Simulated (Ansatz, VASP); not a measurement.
# One calculation of HgTe, two programs

```
CELL_PARAMETERS angstrom
0.00000 3.27185 3.32021
3.27185 0.00000 3.32021
3.27185 3.27185 0.00000
ATOMIC_POSITIONS crystal
Hg 0.00000 0.00000 0.00000
Te 0.75000 0.75000 0.75000
```

Change from the starting cell: strain +0.015 along x and y, +0.030 along z, atoms carried along.

Alike in both runs: task single point; functional PBE; k mesh 14 × 14 × 14; occupations gaussian, width 0.15 eV; no spin polarisation.

```csv
,VASP,Ansatz
version,VASP 6.6.1,Ansatz 0.2.0
potentials or method,"VASP PAW PBE potentials, release 64 (Hg, Te), cutoff 520 eV","scalar-relativistic, plane waves, PAW"
valence electrons in the cell,18,36
```

|  | VASP | Ansatz | Ansatz less VASP |
| --- | --- | --- | --- |
| gap on the k mesh at the Fermi level (eV) | none | none | - |
| pressure (GPa) | 1.3 | 1.3 | -0.05 |
| traceless stress, the component that is largest in VASP (GPa) | -0.14 | -0.14 | 0.000 |

A gap of «none» marks a metal or a gap that the smearing closes. VASP's potentials hold 18 valence electrons a cell and Ansatz's 36, so a difference there can come from the potentials and not from the codes.

Neither program's run includes spin-orbit coupling.
